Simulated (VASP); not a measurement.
# BN (P6_3/mmc) in VASP: notebook

Runs on BN. Level: PBEsol. Tasks: single point.

Program: VASP 6.6.1. These are calculated values, not measurements. Logs are shortened: lines on timing, memory, paths and dates and some standing lists are left out, and cuts for length are marked.

### Step 1. The cell of the first run

The structure is hexagonal, space group P6_3/mmc (No. 194). The conventional cell has a = 2.644 Å, b = 2.644 Å, c = 6.298 Å, α = 90.00°, β = 90.00°, γ = 120.00°. Within 2.0 Å of B (site symmetry -6m2) lie 3 N at 1.53 Å. Within 2.0 Å of N (site symmetry -6m2) lie 3 B at 1.53 Å.

### Step 2. Single point, PBEsol

Contents of INCAR:

```
  PREC = Accurate
  ENCUT = 520
  EDIFF = 1E-6
  ISMEAR = 0
  SIGMA = 0.05
  LREAL = False
  LASPH = True
  NELM = 80
  ALGO = Normal
  ISIF = 2
  LWAVE = False
  LCHARG = True
  GGA = PS
  LELF = True
  LVHAR = True
  NBANDS = 16
```

Contents of KPOINTS:

```
Automatic mesh
0
Gamma
  12 12 4
```

Contents of POSCAR:

```
BN
1.0
    2.6437589137      0.0000000000      0.0000000000
   -1.3218794569      2.2895623807      0.0000000000
    0.0000000000      0.0000000000      6.2983546675
B N
2 2
Direct
    0.3333333333      0.6666666667      0.2500000000
    0.6666666667      0.3333333333      0.7500000000
    0.3333333333      0.6666666667      0.7500000000
    0.6666666667      0.3333333333      0.2500000000
```

Potentials or basis: VASP PAW PBE potentials, release 64 (B, N).

On the command line:

```console
> cat potpaw_PBE.64/B/POTCAR potpaw_PBE.64/N/POTCAR > POTCAR
> mpirun -np 1 vasp_std > vasp.out
```

OUTCAR:

```text
PREC = Accurate
   ENCUT = 520
   EDIFF = 1E-6
   ISMEAR = 0
   LREAL = False
   LASPH = True
   NELM = 80
   ISIF = 2
   GGA = PS

 ion  position               nearest neighbor table
   1  0.333  0.667  0.250-   4 1.53   4 1.53   4 1.53
   2  0.667  0.333  0.750-   3 1.53   3 1.53   3 1.53
   3  0.333  0.667  0.750-   2 1.53   2 1.53   2 1.53
   4  0.667  0.333  0.250-   1 1.53   1 1.53   1 1.53

  LATTYP: Found a hexagonal cell.
 ALAT       =     2.6437589137
 C/A-ratio  =     2.3823483431

  Lattice vectors:

 A1 = (   2.6437589137,   0.0000000000,   0.0000000000)
 A2 = (  -1.3218794569,   2.2895623807,   0.0000000000)
 A3 = (   0.0000000000,   0.0000000000,   6.2983546675)

Analysis of symmetry for initial positions (statically):
=====================================================================
 Subroutine PRICEL returns:
 Original cell was already a primitive cell.

 Routine SETGRP: Setting up the symmetry group for a
 hexagonal supercell.

 Subroutine GETGRP returns: Found 24 space group operations
 (whereof 12 operations were pure point group operations)
 out of a pool of 24 trial point group operations.

The static configuration has the point symmetry D_3d.
 The point group associated with its full space group is D_6h.

Analysis of symmetry for dynamics (positions and initial velocities):
=====================================================================
 Subroutine PRICEL returns:
 Original cell was already a primitive cell.

 Routine SETGRP: Setting up the symmetry group for a
 hexagonal supercell.

 Subroutine GETGRP returns: Found 24 space group operations
 (whereof 12 operations were pure point group operations)
 out of a pool of 24 trial point group operations.

The dynamic configuration has the point symmetry D_3d.
 The point group associated with its full space group is D_6h.

 Subroutine INISYM returns: Found 24 space group operations
 (whereof 12 operations are pure point group operations),
 and found     1 'primitive' translations

----------------------------------------------------------------------------------------

                                     Primitive cell

  volume of cell :      38.1243

  direct lattice vectors                    reciprocal lattice vectors
     2.643758914  0.000000000  0.000000000     0.378249316  0.218382344  0.000000000
    -1.321879457  2.289562381  0.000000000     0.000000000  0.436764688  0.000000000
     0.000000000  0.000000000  6.298354667     0.000000000  0.000000000  0.158771624

  length of vectors
     2.643758914  2.643758914  6.298354667     0.436764688  0.436764688  0.158771624

  position of ions in fractional coordinates (direct lattice)
     0.333333333  0.666666667  0.250000000
     0.666666667  0.333333333  0.750000000
     0.333333333  0.666666667  0.750000000
     0.666666667  0.333333333  0.250000000

  ion indices of the primitive-cell ions
   primitive index   ion index
                 1           1
                 2           2
                 3           3
                 4           4

----------------------------------------------------------------------------------------

 KPOINTS: Automatic mesh

Automatic generation of k-mesh.
 Grid dimensions read from file:
 generate k-points for:   12   12    4

 Generating k-lattice:

  Cartesian coordinates                     Fractional coordinates (reciprocal lattice)
     0.031520776  0.018198529  0.000000000     0.083333333  0.000000000  0.000000000
     0.000000000  0.036397057  0.000000000     0.000000000  0.083333333  0.000000000
     0.000000000  0.000000000  0.039692906     0.000000000  0.000000000  0.250000000

  Length of vectors
     0.036397057  0.036397057  0.039692906

  Shift w.r.t. Gamma in fractional coordinates (k-lattice)
     0.000000000  0.000000000  0.000000000

 Subroutine IBZKPT returns following result:
 ===========================================

 Found     57 irreducible k-points:

 Following reciprocal coordinates:
            Coordinates               Weight
  0.000000  0.000000  0.000000      1.000000
  0.083333  0.000000  0.000000      6.000000
  0.166667  0.000000  0.000000      6.000000
  0.250000  0.000000  0.000000      6.000000
  0.333333  0.000000  0.000000      6.000000
  0.416667  0.000000  0.000000      6.000000
[... 16 lines left out ...]
  0.250000  0.000000  0.250000     12.000000
  0.333333  0.000000  0.250000     12.000000
 [... further k-points ...]
   k-points           NKPTS =     57   k-points in BZ     NKDIM =     57   number of bands    NBANDS=     16
   number of dos      NEDOS =    301   number of ions     NIONS =      4
   total plane-waves  NPLWV =  19200
   dimension x,y,z NGX =    20 NGY =   20 NGZ =   48
   dimension x,y,z NGXF=    40 NGYF=   40 NGZF=   96
   ions per type =               2   2
   NGX,Y,Z   is equivalent  to a cutoff of  12.58, 12.58, 12.67 a.u.
   NGXF,Y,Z  is equivalent  to a cutoff of  25.15, 25.15, 25.34 a.u.
 SYSTEM =  unknown system
   PREC   = accura    normal or accurate (medium, high low for compatibility)
   ISTART =      0    job   : 0-new  1-cont  2-samecut
   ICHARG =      2    charge: 1-file 2-atom 10-const
   ISPIN  =      1    spin polarized calculation?
   LNONCOLLINEAR =      F non collinear calculations
   LSORBIT =      F    spin-orbit coupling
   LASPH  =      T    aspherical Exc in radial PAW
   ENCUT  =  520.0 eV  38.22 Ry    6.18 a.u.   4.92  4.92 11.71*2*pi/ulx,y,z
   NELM   =     80;   NELMIN=  2; NELMDL= -5     # of ELM steps
   EDIFF  = 0.1E-05   stopping-criterion for ELM
   LREAL  =      F    real-space projection
   EDIFFG = 0.1E-04   stopping-criterion for IOM
   NSW    =      0    number of steps for IOM
   IBRION =     -1    ionic relax: 0-MD 1-quasi-New 2-CG
   NFREE  =      0    steps in history (QN), initial steepest desc. (CG)
   ISIF   =      2    stress and relaxation
   ISYM   =      2    0-nonsym 1-usesym 2-fastsym
   POTIM  = 0.5000    time-step for ionic-motion
   TEBEG  =    0.0;   TEEND  =   0.0 temperature during run
   PSTRESS=    0.0 pullay stress
   NELECT =      16.0000    total number of electrons
   NUPDOWN=      -1.0000    fix difference up-down
   EMIN   =  10.00;   EMAX   =-10.00  energy-range for DOS
   EFERMI =   0.00;   METHOD = LEGACY
   ISMEAR =     0;   SIGMA  =   0.05  broadening in eV -4-tet -1-fermi 0-gaus
   EFERMI_NEDOS =   21; number of points for ismear=-14 and -15
   IALGO  =     38    algorithm
   IMIX   =      4    mixing-type and parameters
     AMIX     =   0.40;   BMIX     =  1.00
     AMIX_MAG =   1.60;   BMIX_MAG =  1.00
  volume/ion in A,a.u.               =       9.53        64.32
  Fermi-wavevector in a.u.,A,eV,Ry     =   1.225691  2.316220 20.440284  1.502319
  Thomas-Fermi vector in A             =   2.360720
   LORBIT       =      0    0 simple, 1 ext, 2 COOP (PROOUT), +10 PAW based schemes
   GGA     = PS    functional components
   LHFCALC =     F    Hartree Fock is set to
   AEXX    =    0.0000 exact exchange contribution
   IVDW    =     0    specifies the selected vdW correction
   LEPSILON=     F    determine dielectric tensor
   LRPA    =     F    only Hartree local field effects (RPA)
 non-spin polarized calculation
 Gauss-broadening in eV      SIGMA  =   0.05
  energy-cutoff  :      520.00
  volume of cell :       38.12
 maximum number of plane-waves:      1044
 NGX is ok and might be reduce to    20

 number of electron      15.9999996 magnetization

 Free energy of the ion-electron system (eV)
  ---------------------------------------------------
  ext. energy  EPLUGINS =         0.00000000
  ---------------------------------------------------
  free energy    TOTEN  =       -35.91331267 eV

  energy without entropy =      -35.91331267  energy(sigma->0) =      -35.91331267

 E-fermi :   2.3172     XC(G=0): -10.3030

 val. band max:        2.0215139865   @ k =   0.3333   0.2500   0.0000
 cond. band min:       5.8058699817   @ k =   0.5000   0.0000   0.0000
 fundamental gap:      3.7843559952
 Fermi energy:         2.3172089342

 k-point     1 :       0.0000    0.0000    0.0000
  band No.  band energies     occupation
      1     -14.9657      2.00000
      2     -14.4969      2.00000
      3      -3.8597      2.00000
      4      -0.9565      2.00000
      5       0.4654      2.00000
      6       0.4654      2.00000
[... 8 lines left out ...]
     15      12.3229      0.00000
     16      13.1164      0.00000

 k-point     2 :       0.0833    0.0000    0.0000
  band No.  band energies     occupation
      1     -14.8438      2.00000
      2     -14.3817      2.00000
      3      -3.6941      2.00000
      4      -0.8166      2.00000
      5      -0.0647      2.00000
      6       0.0155      2.00000
[... 8 lines left out ...]
     15      12.6814      0.00000
     16      12.8243      0.00000

 k-point     3 :       0.1667    0.0000    0.0000
  band No.  band energies     occupation
      1     -14.4856      2.00000
      2     -14.0445      2.00000
      3      -3.2035      2.00000
      4      -1.3875      2.00000
      5      -1.2907      2.00000
      6      -0.4080      2.00000
[... 8 lines left out ...]
     15      13.9884      0.00000
     16      14.1864      0.00000

 k-point     4 :       0.2500    0.0000    0.0000
  band No.  band energies     occupation
      1     -13.9175      2.00000
      2     -13.5144      2.00000
      3      -3.0352      2.00000
      4      -2.9042      2.00000
      5      -2.4102      2.00000
      6      -0.9404      2.00000
[... 8 lines left out ...]
     15      15.9264      0.00000
     16      16.1045      0.00000
[... 324 lines left out ...]
 k-point    22 :       0.1667    0.0000    0.2500
  band No.  band energies     occupation
      1     -14.4258      2.00000
      2     -14.1144      2.00000
      3      -2.8811      2.00000
      4      -1.3792      2.00000
      5      -1.3473      2.00000
      6      -0.8637      2.00000
[... 8 lines left out ...]
     15      14.0155      0.00000
     16      14.1555      0.00000

 k-point    23 :       0.2500    0.0000    0.2500
  band No.  band energies     occupation
      1     -13.8624      2.00000
      2     -13.5778      2.00000
      3      -3.0433      2.00000
      4      -2.9366      2.00000
      5      -2.0588      2.00000
      6      -0.9232      2.00000
[... 8 lines left out ...]
     15      15.9492      0.00000
     16      16.0746      0.00000

 k-point    24 :       0.3333    0.0000    0.2500
  band No.  band energies     occupation
      1     -13.1568      2.00000
      2     -12.9167      2.00000
      3      -4.6293      2.00000
      4      -4.5151      2.00000
      5      -1.4695      2.00000
      6      -1.3786      2.00000
[... 8 lines left out ...]
     15      17.3598      0.00000
     16      18.0728      0.00000

 [... further k-points ...]
[... 5 lines left out ...]
  --------------------------------------------------------------------------------------
  -------------------------------------------------------------------------------------
  Total      -11.3879143    -11.3879143      0.4000900      0.0000000      0.0000000      0.0000000
  in kB     -478.5786604   -478.5786603     16.8138384      0.0000000      0.0000000      0.0000000
  external PRESSURE =    -313.4478274 kB  Pullay stress =       0.0000000 kB

 VOLUME and BASIS-vectors are now :
 -----------------------------------------------------------------------------
  energy-cutoff  :      520.00
  volume of cell :       38.12
      direct lattice vectors                 reciprocal lattice vectors
     2.643758914  0.000000000  0.000000000     0.378249316  0.218382344  0.000000000
    -1.321879457  2.289562381  0.000000000     0.000000000  0.436764688  0.000000000
     0.000000000  0.000000000  6.298354667     0.000000000  0.000000000  0.158771624

 POSITION                                       TOTAL-FORCE (eV/Angst)
 -----------------------------------------------------------------------------------
     -0.00000      1.52637      1.57459         0.000000      0.000000      0.000000
      1.32188      0.76319      4.72377        -0.000000      0.000000      0.000000
     -0.00000      1.52637      4.72377        -0.000000     -0.000000      0.000000
      1.32188      0.76319      1.57459        -0.000000      0.000000      0.000000
 -----------------------------------------------------------------------------------
    total drift:                               -0.000000      0.000000     -0.000000

  FREE ENERGIE OF THE ION-ELECTRON SYSTEM (eV)
  ---------------------------------------------------
  free  energy   TOTEN  =       -35.9133126668 eV

  energy  without entropy=      -35.9133126668  energy(sigma->0) =      -35.91331267
```

Wall time 19 s (1 thread of Intel Xeon Platinum 8488C (Sapphire Rapids), shared host); peak memory 0.16 GiB.

Results:

```yaml
Free_energy: -35.9133 eV
Pressure: -31.3 GPa
Band_gap_on_the_k_mesh: 3.78 eV, indirect (least direct gap 4.02 eV)
```

Levels at points of the mesh, in eV from the valence-band top:
| k point | band 5 | band 6 | band 7 | band 8 | band 9 | band 10 | band 11 | band 12 |
| --- | --- | --- | --- | --- | --- | --- | --- | --- |
| (0.00, 0.00, 0.00) | -1.56 | -1.56 | -1.47 | -1.47 | 5.12 | 9.59 | 9.84 | 10.08 |
| (0.50, 0.00, 0.00) | -3.99 | -3.86 | -1.64 | -0.23 | 3.78 | 5.43 | 7.97 | 8.07 |
| (0.00, 0.00, 0.50) | -1.52 | -1.52 | -1.52 | -1.52 | 7.44 | 7.44 | 10.19 | 10.19 |
| (0.50, 0.00, 0.50) | -3.93 | -3.93 | -0.87 | -0.87 | 4.23 | 4.23 | 8.19 | 8.19 |

Caveat: the PAW data sets were made with another functional, which shifts forces and pressure a little; this functional lacks dispersion, which binds the layers, so the pressure and a relaxed spacing across them are unreliable.

### Step 3. Single point, PBEsol

This run uses another cell than the first one, of the same volume but with other edges.

Contents of INCAR:

```
PREC = Accurate
ENCUT = 520
EDIFF = 1E-6
ISMEAR = 0
SIGMA = 0.05
LREAL = F
LASPH = T
NELM = 100
ALGO = Normal
ISIF = 2
LWAVE = F
LCHARG = F
GGA = PS
NBANDS = 16
```

KPOINTS is that of step 2.

Contents of POSCAR:

```
BN
1.0
    2.5749307191      0.0000000000      0.0000000000
   -1.2874653596      2.2299554157      0.0000000000
    0.0000000000      0.0000000000      6.6395663267
B N
2 2
Direct
    0.3333333333      0.6666666667      0.2500000000
    0.6666666667      0.3333333333      0.7500000000
    0.3333333333      0.6666666667      0.7500000000
    0.6666666667      0.3333333333      0.2500000000
```

Potentials or basis: VASP PAW PBE potentials, release 64 (B, N).

On the command line:

```console
> cat potpaw_PBE.64/B/POTCAR potpaw_PBE.64/N/POTCAR > POTCAR
> mpirun -np 1 vasp_std > vasp.out
```

Run time: 19 s. Hardware: 1 thread of Intel Xeon Platinum 8488C (Sapphire Rapids), shared host; peak memory 0.16 GiB.

Results (log left out):

```
Free energy            : -36.3947 eV
Pressure               : -17.2 GPa
Band gap on the k mesh : 4.01 eV, indirect (least direct gap 4.37 eV)
```

Stress tensor (GPa, compression positive):
```
-26.08   0.00   0.00
  0.00 -26.08   0.00
  0.00   0.00   0.61
```

Levels at points of the mesh, in eV from the valence-band top:
```tsv
k point	band 6	band 7	band 8	band 9	band 10	band 11
(0.00, 0.00, 0.00)	-1.42	-1.37	-1.37	5.00	9.84	10.80
(0.50, 0.00, 0.00)	-3.96	-1.43	-0.36	4.01	5.40	8.68
(0.00, 0.00, 0.50)	-1.40	-1.40	-1.40	7.29	7.29	10.87
(0.50, 0.00, 0.50)	-4.00	-0.87	-0.87	4.46	4.46	8.99
```

Caveat: the PAW data sets were made with another functional, which shifts forces and pressure a little; this functional lacks dispersion, which binds the layers, so the pressure and a relaxed spacing across them are unreliable. A k mesh can miss the band edges.
